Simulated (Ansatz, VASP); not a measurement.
One calculation of SiC, two programs

The input INCAR:

```
SYSTEM = SiC
PREC     = Accurate       ! precision mode
ENCUT    = 520            ! plane-wave cutoff, eV
EDIFF    = 1E-7           ! SCF threshold, eV
ISMEAR   = 0              ! smearing method
SIGMA    = 0.05           ! smearing width, eV
LREAL    = .FALSE.        ! projectors in reciprocal space
LASPH    = .TRUE.         ! aspherical terms in the spheres
NELM     = 80             ! most SCF steps
ALGO     = Normal         ! electronic algorithm
ISIF     = 2              ! what is computed and relaxed
LWAVE    = .FALSE.        ! write WAVECAR
LCHARG   = .FALSE.        ! write CHGCAR
GGA      = PE             ! functional
NBANDS   = 16             ! bands
```

Contents of KPOINTS:

```
Automatic mesh
0
G
  12 12 6
  0 0 0
```

Contents of POSCAR:

```
SiC
1.0
    3.1490718908      0.0000000000      0.0000000000
   -1.5745359454      2.7271762558      0.0000000000
    0.0000000000      0.0000000000      4.8917682752
Si C
2 2
Direct
    0.3333333333      0.6666666667      0.0045639005
    0.6666666667      0.3333333333      0.5045639005
    0.3333333333      0.6666666667      0.3804360995
    0.6666666667      0.3333333333      0.8804360995
```

Input for Ansatz:

```yaml
crystal:
  lattice:
    - [3.1490718908, 0.0, 0.0]
    - [-1.5745359454, 2.7271762558, 0.0]
    - [0.0, 0.0, 4.8917682752]
  atoms:
    - { symbol: Si, position: [0.3333333333, 0.6666666667, 0.0045639005] }
    - { symbol: Si, position: [0.6666666667, 0.3333333333, 0.5045639005] }
    - { symbol: C, position: [0.3333333333, 0.6666666667, 0.3804360995] }
    - { symbol: C, position: [0.6666666667, 0.3333333333, 0.8804360995] }
basis:
  ecutwfc: 520.0
kpoints:
  mp_grid: { grid: [12, 12, 6] }
hamiltonian:
  xc: pbe
  pseudopotentials: { kind: paw, azcp: { folder: soft_1 } }
scf:
  occupations: { method: gaussian, width: 0.05 }
output:
  forces: true
  stress: true
  eigenvalues: true
```

Alike in both runs: task single point; functional PBE; k mesh 12 × 12 × 6; occupations gaussian, width 0.05 eV; no spin polarisation.

```csv
,VASP,Ansatz
version,VASP 6.6.1,Ansatz 0.2.0
potentials or method,"VASP PAW PBE potentials, release 64 (Si, C), cutoff 520 eV","scalar-relativistic, plane waves, PAW"
valence electrons in the cell,16,16
```

VASP gave:

- gap on the k mesh at the Fermi level (eV): 2.29
- least direct gap on the mesh (eV): 3.42
- pressure (GPa): 0.7
- traceless stress, the component that is largest in VASP (GPa): 20.58
- rms of the force components (eV/Å): 0.373

Estimate Ansatz's values.

gap on the k mesh at the Fermi level (eV): 2.30; least direct gap on the mesh (eV): 3.43; pressure (GPa): 0.7; traceless stress, the component that is largest in VASP (GPa): 20.50; rms of the force components (eV/Å): 0.374.

Atom by atom the forces differ by 0.001 eV/Å (rms over components). With one functional, cell and mesh, what is left measures potentials, basis and numerics.
